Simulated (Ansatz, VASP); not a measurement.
Two plane-wave programs on Ni

```
CELL_PARAMETERS angstrom
0.00000 1.75725 1.75725
1.75725 0.00000 1.75725
1.75725 1.75725 0.00000
ATOMIC_POSITIONS crystal
Ni 0.00000 0.00000 0.00000
```

Alike in both runs: task single point; functional PBE; k mesh 7 × 7 × 7; occupations fermi-dirac, width 0.1 eV; no spin polarisation.

|  | VASP | Ansatz |
| --- | --- | --- |
| version | VASP 6.6.1 | Ansatz 0.2.0 |
| potentials or method | VASP PAW PBE potentials, release 64 (Ni), cutoff 600 eV | plane waves (420 eV) with PAW, scalar-relativistic |
| valence electrons in the cell | 10 | 18 |

```csv
,VASP,Ansatz,Ansatz less VASP
pressure (GPa),-0.2,-0.1,+0.11
```

With one functional, cell and mesh, what is left measures potentials, basis and numerics. VASP's potentials hold 10 valence electrons a cell and Ansatz's 18, so a difference there can come from the potentials and not from the codes.

The k mesh is coarse, so the values compare programs but aren't converged.
